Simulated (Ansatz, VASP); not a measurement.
Two plane-wave programs on AlNi3

```xyz
4
Lattice="0.3578 3.0465 3.0465 3.0465 0.3578 3.0465 3.0465 3.0465 0.3578" Properties=species:S:1:pos:R:3 pbc="T T T"
Al    3.2253    3.2253    3.2253
Ni    1.6127    1.6127    1.6127
Ni    0.0000    0.0000    0.0000
Ni    4.8380    4.8380    4.8380
```

Alike in both runs: task single point; functional PBEsol; k mesh 14 × 14 × 14; occupations gaussian, width 0.15 eV; no spin polarisation.

|  | VASP | Ansatz |
| --- | --- | --- |
| version | VASP 6.6.1 | Ansatz 0.2.0 |
| potentials or method | VASP PAW PBE potentials, release 64 (Al, Ni), cutoff 520 eV | scalar-relativistic, plane waves, PAW |
| valence electrons in the cell | 33 | 57 |

```tsv
	VASP	Ansatz	Ansatz less VASP
gap on the k mesh at the Fermi level (eV)	none	none	-
pressure (GPa)	-5.3	-5.4	-0.13
traceless stress, the component that is largest in VASP (GPa)	-10.10	-10.18	-0.084
rms of the force components (eV/Å)	0.028	0.031	+0.0032
```

VASP's potentials were made for PBE, not for PBEsol, and Ansatz warns of the same on its side. Atom by atom the forces differ by 0.003 eV/Å (rms over components). A gap of «none» marks a metal or a gap that the smearing closes. The functional is the same, so the differences come from potentials, cutoffs and numerics. VASP's potentials hold 33 valence electrons a cell and Ansatz's 57, so a difference there can come from the potentials and not from the codes.
